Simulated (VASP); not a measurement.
Input of a VASP 6.6.1 run:

INCAR

```
PREC = Accurate
ENCUT = 750
EDIFF = 1E-7
ISMEAR = 0
SIGMA = 0.01
LREAL = F
LASPH = T
NELM = 120
ALGO = Normal
ISIF = 3
LWAVE = F
LCHARG = F
GGA = PE
IBRION = 2
NSW = 80
EDIFFG = -0.03
GGA_COMPAT = F
NELMIN = 4
```

File KPOINTS:

```
regular mesh
0
Gamma
  6 6 6
```

File POSCAR:

```
Li2S
1.0
    0.0000000000      2.8445000000      2.8445000000
    2.8445000000      0.0000000000      2.8445000000
    2.8445000000      2.8445000000      0.0000000000
Li S
2 1
Direct
    0.2500000000      0.2500000000      0.2500000000
    0.7500000000      0.7500000000      0.7500000000
    0.0000000000      0.0000000000      0.0000000000
```

Potentials or basis: VASP PAW PBE potentials, release 64 (Li_sv, S).

Run with:

```sh
$ cat potpaw_PBE.64/Li_sv/POTCAR potpaw_PBE.64/S/POTCAR > POTCAR
$ mpirun -np 1 vasp_std > vasp.out
```

(1) Estimate the band gap on the k mesh.

## Answers

(1) 3.39 eV (least direct gap 4.29 eV).

Caveat: the relaxation stopped at its first step, so nothing moved.
